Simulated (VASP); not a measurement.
# N (P-3m1) in VASP: single point with r2SCAN

Aim: the single point of N with r2SCAN.

Program: VASP 6.6.1. These are calculated values, not measurements. Logs are shortened: lines on timing, memory, paths and dates and some standing lists are left out, and cuts for length are marked.

## Step 1: The cell of the first run

Symmetry: P-3m1, No. 164, trigonal system. The conventional cell has a = 3.629 Å, b = 3.629 Å, c = 5.890 Å, α = 90.00°, β = 90.00°, γ = 120.00°. Within 4.5 Å of N (site symmetry 3m) lie 12 N at 3.45 to 3.78 Å.

## Step 2: Single point, r2SCAN, collinear spin, ferromagnetic start (atom 1 (N) moved by (+0.000, -0.200) A along [1 1 0] and z)

The input, POSCAR:

```
N
1.0
    3.6290016496      0.0000000000      0.0000000000
   -1.8145008248      3.1428076190      0.0000000000
    0.0000000000      0.0000000000      5.8900000000
N
2
Direct
    0.3333333333      0.6666666667      0.2160441426
    0.6666666667      0.3333333333      0.7500000000
```

The input, INCAR.step1:

```
SYSTEM = N
ALGO = Normal
EDIFF = 1E-4
ENCUT = 520
GGA = PE
ISMEAR = 0
ISPIN = 2
LASPH = .TRUE.
LCHARG = .FALSE.
LREAL = .FALSE.
LWAVE = .TRUE.
MAGMOM = 3.2 3.2
NBANDS = 16
NELM = 150
PREC = Accurate
SIGMA = 0.05
```

The input, INCAR.step2:

```
SYSTEM = N
ALGO = Normal
EDIFF = 1E-6
ENCUT = 520
ISIF = 2
ISMEAR = 0
ISPIN = 2
ISTART = 1
LASPH = .TRUE.
LCHARG = .FALSE.
LMIXTAU = .TRUE.
LORBIT = 11
LREAL = .FALSE.
LWAVE = .FALSE.
MAGMOM = 3.2 3.2
METAGGA = R2SCAN
NBANDS = 16
NELM = 150
PREC = Accurate
SIGMA = 0.05
```

The input, KPOINTS:

```
k-points
0
G
  6 6 4
  0 0 0
```

Potentials or basis: VASP PAW PBE potentials, release 64 (N).

Started as:

```sh
cat potpaw_PBE.64/N/POTCAR > POTCAR
cp INCAR.step1 INCAR
mpirun -np 1 vasp_std > vasp.out
cp INCAR.step2 INCAR
mpirun -np 1 vasp_std > vasp.out
```

OUTCAR:

```text
SYSTEM = N
   EDIFF = 1E-6
   ENCUT = 520
   ISIF = 2
   ISMEAR = 0
   ISPIN = 2
   ISTART = 1
   LASPH = .TRUE.
   LORBIT = 11
   LREAL = .FALSE.
   METAGGA = R2SCAN
   NELM = 150
   PREC = Accurate

 ion  position               nearest neighbor table
   1  0.333  0.667  0.216-
   2  0.667  0.333  0.750-

  LATTYP: Found a hexagonal cell.
 ALAT       =     3.6290016496
 C/A-ratio  =     1.6230359114

  Lattice vectors:

 A1 = (   3.6290016496,   0.0000000000,   0.0000000000)
 A2 = (  -1.8145008248,   3.1428076190,   0.0000000000)
 A3 = (   0.0000000000,   0.0000000000,   5.8900000000)

Analysis of symmetry for initial positions (statically):
=====================================================================
 Subroutine PRICEL returns:
 Original cell was already a primitive cell.

 Routine SETGRP: Setting up the symmetry group for a
 hexagonal supercell.

 Subroutine GETGRP returns: Found 12 space group operations
 (whereof  6 operations were pure point group operations)
 out of a pool of 24 trial point group operations.

The static configuration has the point symmetry C_3v.
 The point group associated with its full space group is D_3d.

Analysis of symmetry for dynamics (positions and initial velocities):
=====================================================================
 Subroutine PRICEL returns:
 Original cell was already a primitive cell.

 Routine SETGRP: Setting up the symmetry group for a
 hexagonal supercell.

 Subroutine GETGRP returns: Found 12 space group operations
 (whereof  6 operations were pure point group operations)
 out of a pool of 24 trial point group operations.

The dynamic configuration has the point symmetry C_3v.
 The point group associated with its full space group is D_3d.

Analysis of structural, dynamic, and magnetic symmetry:
=====================================================================
 Subroutine PRICEL returns:
 Original cell was already a primitive cell.

 Routine SETGRP: Setting up the symmetry group for a
 hexagonal supercell.

 Subroutine GETGRP returns: Found 12 space group operations
 (whereof  6 operations were pure point group operations)
 out of a pool of 24 trial point group operations.

The overall configuration has the point symmetry C_3v.
 The point group associated with its full space group is D_3d.

 Subroutine INISYM returns: Found 12 space group operations
 (whereof  6 operations are pure point group operations),
[... 119 lines left out ...]
   LORBIT       =     11    0 simple, 1 ext, 2 COOP (PROOUT), +10 PAW based schemes
   METAGGA = R2SCAN    functional components
   LHFCALC =     F    Hartree Fock is set to
   AEXX    =    0.0000 exact exchange contribution
   IVDW    =     0    specifies the selected vdW correction
   LEPSILON=     F    determine dielectric tensor
   LRPA    =     F    only Hartree local field effects (RPA)
 spin polarized calculation
 Gauss-broadening in eV      SIGMA  =   0.05
  energy-cutoff  :      520.00
  volume of cell :       67.18
 maximum number of plane-waves:      1834
 NGX is ok and might be reduce to    28
   NGX = 13   NGY = 13   NGZ = 21

 number of electron      10.0000000 magnetization       6.0000001

 Free energy of the ion-electron system (eV)
  ---------------------------------------------------
  ext. energy  EPLUGINS =         0.00000000
  ---------------------------------------------------
  free energy    TOTEN  =        -8.86940846 eV

  energy without entropy =       -8.86940846  energy(sigma->0) =       -8.86940846

 E-fermi :  -5.7440     XC(G=0):  -5.3133

 val. band max:       -5.9920402986   @ k =   0.0000   0.0000   0.0000
 cond. band min:      -2.0690617504   @ k =   0.0000   0.0000   0.0000
 fundamental gap:      3.9229785482
 Fermi energy:        -5.7440424911

 spin component 1

 k-point     1 :       0.0000    0.0000    0.0000
  band No.  band energies     occupation
      1     -19.2482      1.00000
      2     -18.9448      1.00000
      3      -7.2033      1.00000
      4      -6.1430      1.00000
      5      -6.1430      1.00000
      6      -6.0075      1.00000
[... 432 lines left out ...]
      2     -18.8950      1.00000
      3      -6.9286      1.00000
      4      -6.9286      1.00000
      5      -6.7679      1.00000
      6      -6.6178      1.00000
[... 8 lines left out ...]
     15      13.0664      0.00000
     16      13.7696      0.00000
 Fermi energy:        -5.7440424911

 spin component 2

 k-point     1 :       0.0000    0.0000    0.0000
  band No.  band energies     occupation
      1     -13.2920      1.00000
      2     -12.7667      1.00000
      3      -2.0691      0.00000
      4      -0.0779      0.00000
      5      -0.0779      0.00000
      6       0.1429      0.00000
[... 433 lines left out ...]
      3      -1.5487      0.00000
      4      -1.5487      0.00000
      5      -1.2864      0.00000
      6      -1.0351      0.00000
[... 8 lines left out ...]
     15      15.5375      0.00000
     16      16.2572      0.00000

------------------------ aborting loop because EDIFF is reached ----------------------------------------

  FORCE on cell =-STRESS in cart. coord.  units (eV):
  Direction    XX          YY          ZZ          XY          YZ          ZX
  --------------------------------------------------------------------------------------
  -------------------------------------------------------------------------------------
  Total        0.0762362      0.0762362      0.1044890      0.0000000      0.0000000      0.0000000
  in kB        1.8182421      1.8182421      2.4920747      0.0000000      0.0000000      0.0000000
  external PRESSURE =       2.0428529 kB  Pullay stress =       0.0000000 kB

 VOLUME and BASIS-vectors are now :
 -----------------------------------------------------------------------------
  energy-cutoff  :      520.00
  volume of cell :       67.18
      direct lattice vectors                 reciprocal lattice vectors
     3.629001650  0.000000000  0.000000000     0.275557880  0.159093416  0.000000000
    -1.814500825  3.142807619  0.000000000     0.000000000  0.318186832  0.000000000
     0.000000000  0.000000000  5.890000000     0.000000000  0.000000000  0.169779287

 POSITION                                       TOTAL-FORCE (eV/Angst)
 -----------------------------------------------------------------------------------
     -0.00000      2.09521      1.27250         0.000000     -0.000000      0.047598
      1.81450      1.04760      4.41750        -0.000000      0.000000     -0.047598
 -----------------------------------------------------------------------------------
    total drift:                               -0.000000      0.000000      0.000011

  FREE ENERGIE OF THE ION-ELECTRON SYSTEM (eV)
  ---------------------------------------------------
  free  energy   TOTEN  =        -8.8694084588 eV

  energy  without entropy=       -8.8694084588  energy(sigma->0) =       -8.86940846

 total charge

# of ion       s       p       d       tot
------------------------------------------
    1        1.359   1.940   0.000   3.299
    2        1.359   1.940   0.000   3.299
--------------------------------------------------
tot          2.718   3.881   0.000   6.599

 magnetization (x)

# of ion       s       p       d       tot
------------------------------------------
    1        0.051   1.940   0.000   1.991
    2        0.051   1.940   0.000   1.991
--------------------------------------------------
tot          0.101   3.880   0.000   3.981
```

OSZICAR.step1:

```text
N       E                     dE             d eps       ncg     rms          rms(c)
DAV:   1     0.431176197702E+02    0.43118E+02   -0.39893E+03  1536   0.485E+02
DAV:   2    -0.254452890323E+01   -0.45662E+02   -0.38544E+02  2192   0.110E+02
DAV:   3    -0.608616399601E+01   -0.35416E+01   -0.35316E+01  1792   0.313E+01
DAV:   4    -0.610872127738E+01   -0.22557E-01   -0.22556E-01  1936   0.315E+00
DAV:   5    -0.610885905406E+01   -0.13778E-03   -0.13778E-03  1776   0.223E-01    0.207E+00
DAV:   6    -0.613654310089E+01   -0.27684E-01   -0.79136E-02  1552   0.172E+00    0.940E-01
DAV:   7    -0.618701775519E+01   -0.50475E-01   -0.47826E-02  1544   0.156E+00    0.345E-01
DAV:   8    -0.619786769147E+01   -0.10850E-01   -0.41788E-03  1568   0.484E-01    0.137E-01
DAV:   9    -0.619767119275E+01    0.19650E-03   -0.52686E-04  1544   0.159E-01    0.836E-02
DAV:  10    -0.619775556375E+01   -0.84371E-04   -0.18399E-04  1600   0.101E-01
   1 F= -.61977556E+01 E0= -.61977556E+01  d E =-.416649E-13  mag=     6.0003
```

It took 2.8 min on 1 thread of Intel Xeon Platinum 8259CL at 2.50GHz (Skylake/Cascade Lake), shared host; peak memory 0.23 GiB.

Results:

```
Free energy                                           : -8.8694 eV
Pressure                                              : 0.2 GPa
Largest force                                         : 0.048 eV/Å
Band gap on the k mesh                                : 3.92 eV
Net moment                                            : 6.00 μB per cell
Site moments                                          : N +1.99 μB
Valence electrons inside the program's atomic spheres : N 3.30
```

Forces on the atoms (eV/Å):
```
N    0.000  0.000  0.048
N    0.000  0.000 -0.048
```

Levels at points of the mesh, in eV from the valence-band top:
Spin up:
| k point | band 4 | band 5 | band 6 | band 7 | band 8 | band 9 | band 10 | band 11 | band 12 | band 13 |
| --- | --- | --- | --- | --- | --- | --- | --- | --- | --- | --- |
| (0.00, 0.00, 0.00) | -0.15 | -0.15 | -0.02 | -0.02 | 0.00 | 8.31 | 12.26 | 12.62 | 19.00 | 19.00 |
| (0.50, 0.00, 0.00) | -0.88 | -0.59 | -0.40 | -0.25 | -0.13 | 11.92 | 12.15 | 13.22 | 14.40 | 15.41 |
| (0.00, 0.00, 0.50) | -0.52 | -0.11 | -0.11 | -0.06 | -0.06 | 9.50 | 9.83 | 15.57 | 16.41 | 19.19 |
| (0.50, 0.00, 0.50) | -1.11 | -0.32 | -0.29 | -0.24 | -0.21 | 12.06 | 12.20 | 13.26 | 13.49 | 16.33 |
Spin down:
```
           k point  band 1  band 2  band 3  band 4  band 5  band 6  band 7
(0.00, 0.00, 0.00)   -7.30   -6.77    3.92    5.91    5.91    6.13    6.13
(0.50, 0.00, 0.00)   -6.81   -6.64    4.08    4.56    5.06    5.46    5.68
(0.00, 0.00, 0.50)   -7.14   -6.96    4.75    5.03    5.98    5.98    6.07
(0.50, 0.00, 0.50)   -6.75   -6.70    4.02    4.11    5.61    5.66    5.72
```

Caveat: the cell differs from its parent crystal (atom 1 (N) moved by (+0.000, -0.200) A along [1 1 0] and z); the atoms stand far beyond bonding distance; the PAW data sets were made with another functional, which shifts forces and pressure a little. A k mesh can miss the band edges.
